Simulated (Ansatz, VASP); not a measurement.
## Pd in VASP and in Ansatz

File INCAR:

```
SYSTEM = Pd
PREC = Accurate
ENCUT = 520
EDIFF = 1E-7
ISMEAR = 0
SIGMA = 0.15
LREAL = .False.
LASPH = .True.
NELM = 80
ALGO = Fast
ISIF = 2
LWAVE = .False.
LCHARG = .True.
GGA = PS
LELF = .True.
LVHAR = .True.
NBANDS = 11
```

The input KPOINTS:

```
Automatic mesh
0
Gamma
  20 20 20
  0 0 0
```

POSCAR

```
Pd
1.0
    0.0000000000      1.9935225000      1.8476550000
    1.9935225000      0.0000000000      1.8476550000
    1.9935225000      1.9935225000      0.0000000000
Pd
1
Direct
    0.0000000000      0.0000000000      0.0000000000
```

Input for Ansatz:

```yaml
crystal:
  lattice:
    - [0.0, 1.9935225, 1.847655]
    - [1.9935225, 0.0, 1.847655]
    - [1.9935225, 1.9935225, 0.0]
  atoms:
    - { symbol: Pd, position: [0.0, 0.0, 0.0] }
basis:
  ecutwfc: 420
kpoints:
  mp_grid: { grid: [20, 20, 20] }
hamiltonian:
  xc: pbesol
scf:
  occupations: { method: gaussian, width: 0.15 }
output:
  forces: true
  stress: true
  eigenvalues: true
  write_density: true
  write_potential: true
  elf: true
  volumetric_format: npy
```

Change from the starting cell: strain +0.025 along x and y, -0.050 along z, atoms carried along.

Alike in both runs: task single point; functional PBEsol; k mesh 20 × 20 × 20; occupations gaussian, width 0.15 eV; no spin polarisation.

```csv
,VASP,Ansatz
version,VASP 6.6.1,Ansatz 0.2.0
potentials or method,"VASP PAW PBE potentials, release 64 (Pd), cutoff 520 eV","scalar-relativistic, plane waves, PAW"
valence electrons in the cell,10,18
```

```csv
,VASP,Ansatz,Ansatz less VASP
gap on the k mesh at the Fermi level (eV),none,none,-
pressure (GPa),-1.8,-1.5,+0.34
"traceless stress, the component that is largest in VASP (GPa)",1.98,2.00,+0.020
```

VASP's potentials were made for PBE, not for PBEsol. A gap of «none» marks a metal or a gap that the smearing closes. With one functional, cell and mesh, what is left measures potentials, basis and numerics. VASP's potentials hold 10 valence electrons a cell and Ansatz's 18, so a difference there can come from the potentials and not from the codes.
